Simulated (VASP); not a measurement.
# TiSi63 (a cell with a defect) in VASP: single point with PBE

Aim: the single point of TiSi63 (a cell with a defect) with PBE.

Program: VASP 6.6.1. These are calculated values, not measurements. Logs are shortened: lines on timing, memory, paths and dates and some standing lists are left out, and cuts for length are marked.

### Step 1. The cell of the first run

The cell holds a defect, 64 atoms: a = 10.161 Å, b = 10.690 Å, c = 14.247 Å, α = 108.32°, β = 92.88°, γ = 109.83°.

### Step 2. Single point, PBE, collinear spin, zero start

File INCAR:

```
  PREC = Accurate
  ENCUT = 520
  EDIFF = 1E-6
  ISMEAR = 0
  SIGMA = 0.05
  LREAL = Auto
  LASPH = T
  NELM = 150
  ALGO = Normal
  ISIF = 2
  LWAVE = F
  LCHARG = F
  ISPIN = 2
  MAGMOM = 0 0 0 0 0 0 0 0 0 0 0 0 0 0 0 0 0 0 0 0 0 0 0 0 0 0 0 0 0 0 0 0 0 0 0 0 0 0 0 0 0 0 0 0 0 0 0 0 0 0 0 0 0 0 0 0 0 0 0 0 0 0 0 0
  LORBIT = 11
  LMAXMIX = 4
  GGA = PE
  NBANDS = 174
```

File KPOINTS:

```
regular mesh
0
Gamma
  1 1 1
```

File POSCAR:

```
TiSi63
1.0
    6.6508880000      6.6508890000      3.8447710000
   -9.9763330000      3.3254440000      1.9223860000
    3.3254440000     -9.9763330000      9.6119280000
Ti Si
1 63
Direct
    0.1336041270      0.9672755166      0.9613933324
    0.3824476532      0.7045035568      0.7043660359
    0.1337522522      0.7085313755      0.2057095142
    0.6327228774      0.4543762630      0.4551668435
    0.8868959809      0.2014070112      0.2020031217
    0.3802772764      0.4523302621      0.9549597796
    0.6304915855      0.2054656742      0.7032342973
    0.1326676337      0.4543357324      0.4541735493
    0.3870757187      0.2062027270      0.2052808779
    0.1318698965      0.2027089931      0.7048870273
    0.8820205364      0.9531951835      0.4565176283
    0.6396990670      0.9533694304      0.9546528612
    0.8798478162      0.7031929552      0.7037253168
    0.3838223987      0.9556744402      0.4536129533
    0.6342955257      0.7015746525      0.2051304674
    0.8865433938      0.4577968781      0.9541248249
    0.1196756418      0.5544292387      0.0460861767
    0.3641753676      0.2920438449      0.7966035149
    0.6161731970      0.0464706282      0.5444969499
    0.1181320881      0.2961319385      0.2952497811
    0.3834298666      0.0502103823      0.0493998603
    0.1159486071      0.0443059507      0.5453410327
    0.8655042310      0.7929034275      0.2983656094
    0.6149884971      0.7939630903      0.7948181484
    0.8652516556      0.5442179341      0.5446736608
    0.3674622318      0.7964604391      0.2945970608
    0.6120939465      0.5390141532      0.0454419005
    0.1139950427      0.7914868360      0.7910758433
    0.3649309650      0.5449983618      0.5447636532
    0.8637147263      0.2996484324      0.7927472884
    0.6210662166      0.2962154230      0.2964190055
    0.8733626592      0.0414369957      0.0420286068
    0.0394388514      0.1500985095      0.9532887304
    0.2945781129      0.8831676273      0.7033104032
    0.5439407734      0.6338367327      0.4551902136
    0.0419405904      0.8860557853      0.2092298788
    0.2974854006      0.6356980338      0.9542832832
    0.0444488799      0.6337716823      0.4550257374
    0.7979942747      0.3816577834      0.2041123881
    0.5395779324      0.3831511735      0.7051415559
    0.7955960604      0.1333754767      0.4544532113
    0.2954843250      0.3841814507      0.2049312825
    0.5540148056      0.1339610721      0.9545070502
    0.0453274718      0.3832815565      0.7039145405
    0.2933915650      0.1340567475      0.4548148996
    0.7923543334      0.8837932782      0.7052727961
    0.5479113024      0.8824944917      0.2051931772
    0.7869072858      0.6293099521      0.9542639117
    0.2044654040      0.6146868990      0.7938687342
    0.4533524344      0.3656931877      0.5447649770
    0.7088959736      0.1146481319      0.2935091766
    0.2029795383      0.3736030759      0.0479408755
    0.4558104193      0.1141694877      0.7952897710
    0.2064024958      0.1169665772      0.2944758735
    0.9456595376      0.8555534469      0.0486723319
    0.7025449843      0.8659486598      0.5457522387
    0.9565047990      0.6142937367      0.2946029708
    0.4629281374      0.8653656274      0.0447230422
    0.7022932869      0.6138887095      0.7940529736
    0.2058760345      0.8655192954      0.5434941331
    0.4548298541      0.6161445283      0.2951258690
    0.9554280811      0.3653745642      0.5442258707
    0.7105232834      0.3657592535      0.0441982940
    0.9484499250      0.1181369483      0.7922101064
```

Potentials or basis: VASP PAW PBE potentials, release 64 (Ti_sv, Si).

Run with:

```console
$ cat potpaw_PBE.64/Ti_sv/POTCAR potpaw_PBE.64/Si/POTCAR > POTCAR
$ mpirun -np 1 vasp_gam > vasp.out
```

OUTCAR:

```text
PREC = Accurate
   ENCUT = 520
   EDIFF = 1E-6
   ISMEAR = 0
   LREAL = Auto
   LASPH = T
   NELM = 150
   ISIF = 2
   ISPIN = 2
   LORBIT = 11
   GGA = PE

 ion  position               nearest neighbor table
   1  0.134  0.967  0.961-  33 2.48  55 2.50  21 2.50  28 2.51
   2  0.382  0.705  0.704-  29 2.33  24 2.35  34 2.37  49 2.38
   3  0.134  0.709  0.206-  17 2.31  26 2.36  36 2.37  57 2.38
   4  0.633  0.454  0.455-  31 2.33  25 2.35  35 2.38  50 2.38
   5  0.887  0.201  0.202-  32 2.34  20 2.35  39 2.38  51 2.39
   6  0.380  0.452  0.955-  18 2.32  27 2.35  52 2.37  37 2.38
[... 56 lines left out ...]
  63  0.711  0.366  0.044-  43 2.33  39 2.34  16 2.38  27 2.38
  64  0.948  0.118  0.792-  33 2.31  46 2.34  30 2.37  10 2.37

  LATTYP: Found a triclinic cell.
 ALAT       =    10.1612449887
 B/A-ratio  =     3.0241273988
 C/A-ratio  =     1.1803256044
 COS(alpha) =     0.0006103648
 COS(beta)  =     0.5449076326
 COS(gamma) =     0.7560318497

  Lattice vectors:

 A1 = (  -6.6508880000,  -6.6508890000,  -3.8447710000)
 A2 = ( -26.6035530000,  -0.0000010000, -15.3790840000)
 A3 = (   3.3254450000,  -9.9763330000,  -5.7671570000)

Analysis of symmetry for initial positions (statically):
=====================================================================
 Subroutine PRICEL returns:
 Original cell was already a primitive cell.

 Routine SETGRP: Setting up the symmetry group for a
 triclinic supercell.

 Subroutine GETGRP returns: Found  1 space group operations
 (whereof  1 operations were pure point group operations)
 out of a pool of  2 trial point group operations.

The static configuration has the point symmetry C_1 .

Analysis of symmetry for dynamics (positions and initial velocities):
=====================================================================
 Subroutine PRICEL returns:
 Original cell was already a primitive cell.

 Routine SETGRP: Setting up the symmetry group for a
 triclinic supercell.

 Subroutine GETGRP returns: Found  1 space group operations
 (whereof  1 operations were pure point group operations)
 out of a pool of  2 trial point group operations.

The dynamic configuration has the point symmetry C_1 .

Analysis of structural, dynamic, and magnetic symmetry:
=====================================================================
 Subroutine PRICEL returns:
 Original cell was already a primitive cell.

[... 251 lines left out ...]
  ---------------------------------------------------
  ext. energy  EPLUGINS =         0.00000000
  ---------------------------------------------------
  free energy    TOTEN  =      -340.17140958 eV

  energy without entropy =     -340.17140958  energy(sigma->0) =     -340.17140958

 E-fermi :   5.3240     XC(G=0):  -9.1020

 val. band max:        4.9671013021   @ k =   0.0000   0.0000   0.0000
 cond. band min:       5.9279673396   @ k =   0.0000   0.0000   0.0000
 fundamental gap:      0.9608660374
 Fermi energy:         5.3239938795

 spin component 1

 k-point     1 :       0.0000    0.0000    0.0000
  band No.  band energies     occupation
      1     -51.5809      1.00000
      2     -27.9321      1.00000
      3     -27.8321      1.00000
      4     -27.8052      1.00000
      5      -6.5757      1.00000
      6      -5.9280      1.00000
[... 136 lines left out ...]
    143       6.7391      0.00000
    144       6.7783      0.00000
 Fermi energy:         5.3239938795

 spin component 2

 k-point     1 :       0.0000    0.0000    0.0000
  band No.  band energies     occupation
      1     -51.5809      1.00000
      2     -27.9321      1.00000
      3     -27.8321      1.00000
      4     -27.8051      1.00000
      5      -6.5757      1.00000
      6      -5.9280      1.00000
[... 136 lines left out ...]
    143       6.7391      0.00000
    144       6.7783      0.00000
 [bands above 144 left out]

------------------------ aborting loop because EDIFF is reached ----------------------------------------

  FORCE on cell =-STRESS in cart. coord.  units (eV):
  Direction    XX          YY          ZZ          XY          YZ          ZX
  --------------------------------------------------------------------------------------
  -------------------------------------------------------------------------------------
  Total       10.5184780     14.1506051     22.1791967     -5.6510506     -4.3020101     -4.1876206
  in kB       12.3863584     16.6634818     26.1177975     -6.6545690     -5.0659647     -4.9312618
  external PRESSURE =      18.3892126 kB  Pullay stress =       0.0000000 kB

 VOLUME and BASIS-vectors are now :
 -----------------------------------------------------------------------------
  energy-cutoff  :      520.00
  volume of cell :     1360.57
      direct lattice vectors                 reciprocal lattice vectors
     6.650888000  6.650889000  3.844771000     0.037588962  0.075177924  0.065023377
    -9.976333000  3.325444000  1.922386000    -0.075177924  0.037588958  0.065023369
     3.325444000 -9.976333000  9.611928000     0.000000004 -0.037588961  0.065023374

 POSITION                                       TOTAL-FORCE (eV/Angst)
 -----------------------------------------------------------------------------------
     -5.56422     -5.48597     11.61400        -0.003503     -0.026750     -0.004820
     -2.14242     -2.14059      9.59507        -0.009231     -0.007634      0.001926
     -5.49490      1.19353      3.85358        -0.002433      0.001932      0.006313
      1.18879      1.17828      7.68119        -0.005801     -0.005739      0.001103
      4.56109      4.55316      5.73873        -0.005595     -0.004760      0.000228
      1.19225     -5.49362     11.51064        -0.001141     -0.000908      0.004495
[... 56 lines left out ...]
      1.22365      5.50099      3.85976         0.000517     -0.002124      0.001387
      7.76391     -1.20246     11.48834        -0.008741     -0.000940     -0.009452
 -----------------------------------------------------------------------------------
    total drift:                               -0.006798      0.004449     -0.004632

  FREE ENERGIE OF THE ION-ELECTRON SYSTEM (eV)
  ---------------------------------------------------
  free  energy   TOTEN  =      -340.1714095812 eV

  energy  without entropy=     -340.1714095812  energy(sigma->0) =     -340.17140958

 total charge

# of ion       s       p       d       tot
------------------------------------------
    1        2.238   6.084   1.940  10.262
    2        0.753   0.931   0.000   1.684
    3        0.752   0.937   0.000   1.689
    4        0.754   0.931   0.000   1.685
    5        0.750   0.926   0.000   1.676
    6        0.750   0.938   0.000   1.688
[... 56 lines left out ...]
   63        0.754   0.933   0.000   1.688
   64        0.757   0.931   0.000   1.687
--------------------------------------------------
tot         49.766  64.939   1.940 116.645

 magnetization (x)

# of ion       s       p       d       tot
------------------------------------------
    1       -0.000   0.000   0.000   0.000
    2        0.000   0.000   0.000   0.000
    3       -0.000  -0.000   0.000  -0.000
    4        0.000   0.000   0.000   0.000
    5        0.000   0.000   0.000   0.000
    6       -0.000   0.000   0.000  -0.000
[... 56 lines left out ...]
   63       -0.000  -0.000   0.000  -0.000
   64        0.000  -0.000   0.000  -0.000
--------------------------------------------------
tot         -0.000  -0.000   0.000   0.000
```

It took 18 min on 1 thread of Intel Xeon Platinum 8375C at 2.90GHz (Ice Lake), shared host; peak memory 1.7 GiB.

What came out:

```yaml
Free_energy: -340.1714 eV
Pressure: 1.8 GPa
Largest_force: 0.042 eV/Å
Band_gap_on_the_k_mesh: 0.96 eV
Net_moment: 0.00 μB per cell
Valence_electrons_inside_the_program's_atomic_spheres: Ti 10.26; Si 1.68, 1.69, 1.67, 1.74, 1.72 (each value once)
```

Forces in eV/Å, atoms in the order of the input:
```
Ti  -0.004 -0.027 -0.005
Si  -0.009 -0.008  0.002
Si  -0.002  0.002  0.006
Si  -0.006 -0.006  0.001
Si  -0.006 -0.005  0.000
Si  -0.001 -0.001  0.004
Si  -0.004  0.000  0.008
Si   0.001  0.005  0.009
Si  -0.007 -0.009  0.010
Si   0.004  0.003  0.010
Si  -0.002 -0.001  0.009
Si   0.003  0.007  0.021
Si   0.000  0.001  0.003
Si  -0.002  0.002  0.011
Si   0.002 -0.008  0.014
Si  -0.001  0.007  0.003
Si  -0.001  0.001 -0.006
Si   0.002 -0.002  0.001
Si  -0.001  0.002 -0.002
Si   0.003  0.000 -0.007
Si   0.004  0.017 -0.037
Si   0.001  0.005 -0.014
Si   0.003  0.000 -0.011
Si   0.000  0.001 -0.006
Si   0.005  0.007  0.000
Si   0.000 -0.001 -0.007
Si  -0.004 -0.002 -0.001
Si  -0.002 -0.001  0.015
Si  -0.003 -0.002 -0.003
Si   0.005  0.000 -0.013
Si   0.008  0.006 -0.007
Si  -0.009 -0.010 -0.007
Si   0.027 -0.003  0.011
Si   0.010  0.002  0.007
Si  -0.002 -0.004  0.002
Si   0.002 -0.012  0.010
Si   0.012  0.005 -0.004
Si   0.004  0.004 -0.002
Si   0.005  0.005  0.001
Si   0.001 -0.001 -0.001
Si  -0.002 -0.005 -0.005
Si  -0.005 -0.008 -0.002
Si  -0.003 -0.009 -0.004
Si  -0.008 -0.007  0.006
Si   0.007  0.002 -0.003
Si  -0.003 -0.003 -0.005
Si  -0.002  0.007  0.001
Si   0.004 -0.012 -0.008
Si   0.004  0.012  0.011
Si  -0.004 -0.003 -0.001
Si   0.000  0.004  0.002
Si  -0.006 -0.005 -0.003
Si   0.000  0.012 -0.005
Si  -0.006 -0.004  0.000
Si  -0.009  0.041  0.001
Si   0.000  0.004  0.000
Si  -0.004  0.004 -0.001
Si   0.008 -0.001  0.001
Si  -0.003 -0.005 -0.003
Si  -0.007 -0.005  0.007
Si   0.010  0.006 -0.004
Si   0.005  0.002 -0.001
Si   0.001 -0.002  0.001
Si  -0.009 -0.001 -0.009
```

Caveat: the k points lie up to 0.67 Å⁻¹ apart.
